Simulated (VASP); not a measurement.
A run of VASP 6.6.1 is set up as follows.

POSCAR

```
NaI
1.0
    0.0000000000      3.5431926705      3.5431926705
    3.5431926705      0.0000000000      3.5431926705
    3.5431926705      3.5431926705      0.0000000000
Na I
1 1
Direct
    0.0000000000      0.0000000000      0.0000000000
    0.2500000000      0.2500000000      0.2500000000
```

Contents of INCAR.step1:

```
PREC = Accurate
ENCUT = 520
EDIFF = 1E-5
ISMEAR = 0
SIGMA = 0.01
LREAL = False
LASPH = True
NELM = 100
ALGO = Normal
ISIF = 2
LWAVE = True
NBANDS = 14
GGA = PE
```

The input INCAR.step2:

```
PREC = Accurate
ENCUT = 520
EDIFF = 1E-6
ISMEAR = 0
SIGMA = 0.01
LREAL = False
LASPH = True
NELM = 100
ALGO = Normal
ISIF = 2
LWAVE = False
LCHARG = True
GGA = PE
LHFCALC = True
HFSCREEN = 0.2079
PRECFOCK = Normal
LELF = True
LVHAR = True
NBANDS = 14
ISTART = 1
```

Contents of KPOINTS:

```
regular mesh
0
Gamma
  4 4 4
```

Potentials or basis: VASP PAW PBE potentials, release 64 (Na_pv, I).

Command:

```console
$ cat potpaw_PBE.64/Na_pv/POTCAR potpaw_PBE.64/I/POTCAR > POTCAR
$ cp INCAR.step1 INCAR
$ mpirun -np 1 vasp_std > vasp.out
$ cp INCAR.step2 INCAR
$ mpirun -np 1 vasp_std > vasp.out
```

(1) Estimate the pressure.

(2) Estimate the band gap on the k mesh.

Results:

(1) 0.2 GPa.

(2) 4.80 eV, direct.

Caveat: the PAW data sets were made with another functional, which shifts forces and pressure a little; spin-orbit coupling is left out, which moves the levels of the heavy elements.
